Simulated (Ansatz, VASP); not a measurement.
# TiH2: VASP beside Ansatz

The input INCAR:

```
SYSTEM = TiH2
ALGO = Normal
EDIFF = 1E-6
ENCUT = 520
GGA = PS
ISIF = 2
ISMEAR = 0
LASPH = .True.
LCHARG = .True.
LELF = .True.
LREAL = .False.
LVHAR = .True.
LWAVE = .False.
NBANDS = 14
NELM = 60
PREC = Accurate
SIGMA = 0.15
```

File KPOINTS:

```
k-points
0
Gamma
  20 20 20
  0 0 0
```

Contents of POSCAR:

```
TiH2
1.0
   -1.5965000000      1.5965000000      2.1335000000
    1.5965000000     -1.5965000000      2.1335000000
    1.5965000000      1.5965000000     -2.1335000000
Ti H
1 2
Direct
    0.0878837591      0.0878837591      0.0000000000
    0.7500000000      0.2500000000      0.5000000000
    0.2500000000      0.7500000000      0.5000000000
```

Input for Ansatz:

```yaml
crystal:
  lattice:
    - [-1.5965, 1.5965, 2.1335]
    - [1.5965, -1.5965, 2.1335]
    - [1.5965, 1.5965, -2.1335]
  atoms:
    - { symbol: Ti, position: [0.0878837591, 0.0878837591, 0.0] }
    - { symbol: H, position: [0.75, 0.25, 0.5] }
    - { symbol: H, position: [0.25, 0.75, 0.5] }
basis:
  ecutwfc: 420
kpoints:
  mp_grid: { grid: [20, 20, 20] }
hamiltonian:
  xc: pbesol
scf:
  occupations: { method: gaussian, width: 0.15 }
output:
  forces: true
  stress: true
  eigenvalues: true
```

Change from the starting cell: all Ti atoms moved +0.375 Å, as atom 1 along Cartesian [0 0 1].

Alike in both runs: task single point; functional PBEsol; k mesh 20 × 20 × 20; occupations gaussian, width 0.15 eV; no spin polarisation.

```csv
,VASP,Ansatz
version,VASP 6.6.1,Ansatz 0.2.0
potentials or method,"VASP PAW PBE potentials, release 64 (Ti_sv, H), cutoff 520 eV","scalar-relativistic, plane waves, PAW"
valence electrons in the cell,14,14
```

```tsv
	VASP	Ansatz	Ansatz less VASP
gap on the k mesh at the Fermi level (eV)	none	none	-
pressure (GPa)	2.4	2.4	+0.04
traceless stress, the component that is largest in VASP (GPa)	-4.69	-4.64	+0.049
rms of the force components (eV/Å)	1.264	1.263	-0.0013
```

VASP's potentials were made for PBE, not for PBEsol. Atom by atom the forces differ by 0.001 eV/Å (rms over components). A gap of «none» marks a metal or a gap that the smearing closes.
